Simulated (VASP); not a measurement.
Write the native input for VASP 6.6.1 that does the following.

```yaml
Task: single point
Functional: PBEsol
Potentials_or_basis: VASP PAW PBE potentials, release 64 (Sr_sv)
Cutoff: 520 eV
k_mesh: 10 × 10 × 3
Occupations: fermi-dirac, width 0.1 eV
Spin: no spin polarisation
Dipole_correction: no
Further_INCAR_settings: ALGO = Normal; EDIFF = 1e-07; NBANDS = 28
```

The structure of Sr lies in POSCAR:

```
Sr
1.0
    4.1949796748      0.0000000000      0.0000000000
   -2.0974898374      3.6329589668      0.0000000000
    0.0000000000      0.0000000000     13.7276594933
Sr
4
Direct
    1.0000000000      0.0000000000      1.0000000000
    1.0000000000      1.0000000000      0.5000000000
    0.3333333333      0.6666666667      0.2500000000
    0.6666666667      0.3333333333      0.7500000000
```

This isn't the form of Sr at room conditions, which is fcc.

One way to write it, as run:

INCAR

```
SYSTEM = Sr
  PREC = Accurate
  ENCUT = 520
  EDIFF = 1E-7
  ISMEAR = -1
  SIGMA = 0.1
  LREAL = .False.
  LASPH = .True.
  NELM = 80
  ALGO = Normal
  ISIF = 2
  LWAVE = .False.
  LCHARG = .True.
  GGA = PS
  LELF = .True.
  LVHAR = .True.
  NBANDS = 28
```

KPOINTS

```
Automatic mesh
0
Gamma
  10 10 3
  0 0 0
```

Potentials or basis: VASP PAW PBE potentials, release 64 (Sr_sv).

Run with:

```console
$ cat potpaw_PBE.64/Sr_sv/POTCAR > POTCAR
$ mpirun -np 1 vasp_std > vasp.out
```

Results of the run:

```json
{"Pressure": "0.0 GPa", "Band gap on the k mesh": "zero (bands 20 and 21 overlap by 0.09 eV)"}
```

Caveat: the PAW data sets were made with another functional, which shifts forces and pressure a little.

Wall time 81 s on 1 thread of Intel(R) Xeon(R) 6975P-C (Granite Rapids), on a shared host, peak memory 0.38 GiB.
